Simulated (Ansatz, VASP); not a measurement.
# Two plane-wave programs on WSe

```
CELL_PARAMETERS angstrom
1.53065 0.88372 4.02373
-1.53065 0.88372 4.02373
0.00000 -1.76745 4.02373
ATOMIC_POSITIONS crystal
W 0.50000 0.50000 0.50000
Se 0.00000 0.00000 0.00000
```

Alike in both runs: functional PBE; k mesh 6 × 6 × 6; occupations gaussian, width 0.1 eV; no spin polarisation.

Ansatz relaxed the structure, and its values are those at the end. VASP's run is a single point on that final structure, the one shown.

|  | VASP | Ansatz |
| --- | --- | --- |
| version | VASP 6.6.1 | Ansatz 0.2.0 |
| potentials or method | VASP PAW PBE potentials, release 64 (W_sv, Se), cutoff 520 eV | scalar-relativistic, plane waves, PAW |
| valence electrons in the cell | 20 | 30 |

|  | VASP | Ansatz | Ansatz less VASP |
| --- | --- | --- | --- |
| gap on the k mesh at the Fermi level (eV) | none | none | - |
| pressure (GPa) | 0.4 | 0.1 | -0.34 |

A gap of «none» marks a metal or a gap that the smearing closes. VASP's potentials hold 20 valence electrons a cell and Ansatz's 30, so a difference there can come from the potentials and not from the codes.

The k mesh is coarse, so the values compare programs but aren't converged. Spin-orbit coupling is off throughout.
